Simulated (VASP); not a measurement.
Wanted: the native input for a VASP 6.6.1 run.

```
Task                   : single point
Functional             : PBE
Potentials or basis    : VASP PAW PBE potentials, release 64 (Al, N)
Cutoff                 : 520 eV
k mesh                 : 10 × 10 × 10
Occupations            : fermi-dirac, width 0.02 eV
Spin                   : no spin polarisation
Dipole correction      : no
Further INCAR settings : ALGO = Normal; EDIFF = 1e-06; NBANDS = 11
```

The structure of AlN lies in POSCAR:

```
AlN
1.0
    0.0067295616      2.0255980312      2.0255980312
    2.0255980312      0.0067295616      2.0255980312
    2.0255980312      2.0255980312      0.0067295616
Al N
1 1
Direct
    0.0000000000      0.0000000000      0.0000000000
    0.5000000000      0.5000000000      0.5000000000
```

This cell differs from its parent crystal: strain along [111] +0.5%.

The input as run:

INCAR

```
SYSTEM = AlN
PREC = Accurate ; ENCUT = 520
EDIFF = 1E-6 ; ISMEAR = -1
SIGMA = 0.02 ; LREAL = .FALSE.
LASPH = .TRUE. ; NELM = 60
ALGO = Normal ; ISIF = 2
LWAVE = .FALSE. ; LCHARG = .FALSE.
GGA = PE ; NBANDS = 11
```

KPOINTS

```
regular mesh
0
G
  10 10 10
  0 0 0
```

Potentials or basis: VASP PAW PBE potentials, release 64 (Al, N).

The run is started by

```sh
$ cat potpaw_PBE.64/Al/POTCAR potpaw_PBE.64/N/POTCAR > POTCAR
$ mpirun -np 1 vasp_std > vasp.out
```

Results of the run:

```
Pressure               : 4.8 GPa
Band gap on the k mesh : 4.57 eV, indirect (least direct gap 5.64 eV)
```

Caveat: the cell differs from its parent crystal (strain along [111] +0.5%).

Run time: 22 s on 1 thread of AMD EPYC 7R43 64-Core Processor (Zen 3) (shared host), peak memory 0.11 GiB.
